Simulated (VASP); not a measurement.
Runs of VASP 6.6.1 on SrO. The structure is that of space group P6_3/mmc (No. 194), or close to it. The cells are those of the table. 

| cell | gap on the mesh (eV) | pressure (GPa) |
| --- | --- | --- |
| a = 3.405, b = 3.405, c = 5.958 Å, angles 90.0, 90.0, 120.0°, 4 atoms | (b) | 8.9 |
| a = 3.646, b = 3.646, c = 6.379 Å, angles 90.0, 90.0, 120.0°, 4 atoms | 2.51 | -9.4 |
| a = 3.456, b = 3.456, c = 6.047 Å, angles 90.0, 90.0, 120.0°, 4 atoms | 2.95 | 3.4 |
| a = 3.505, b = 3.505, c = 6.133 Å, angles 90.0, 90.0, 120.0°, 4 atoms | 2.96 | -0.9 |
| a = 3.690, b = 3.690, c = 6.457 Å, angles 90.0, 90.0, 120.0°, 4 atoms | 2.33 | (a) |
| a = 3.600, b = 3.600, c = 6.299 Å, angles 90.0, 90.0, 120.0°, 4 atoms | 2.71 | -7.2 |
| a = 3.553, b = 3.553, c = 6.217 Å, angles 90.0, 90.0, 120.0°, 4 atoms | 2.93 | -4.4 |

Alike in all rows: task single point; level PBEsol+D3(BJ); potentials or basis VASP PAW PBE potentials, release 64 (Sr_sv, O); no spin polarisation; k mesh 6 × 6 × 3; cutoff (eV) 600; smearing methfessel-paxton 0.02 eV.

Q: Fill in the values left out.

A: (a) -11.2; (b) 2.94.

Caveats: three body term missing; the PAW data sets were made with another functional, which shifts forces and pressure a little; the cell stands under tension (at least some runs); the cell stands under pressure (at least some runs).

A k mesh can miss the band edges, and the runs leave out spin-orbit coupling on Sr.
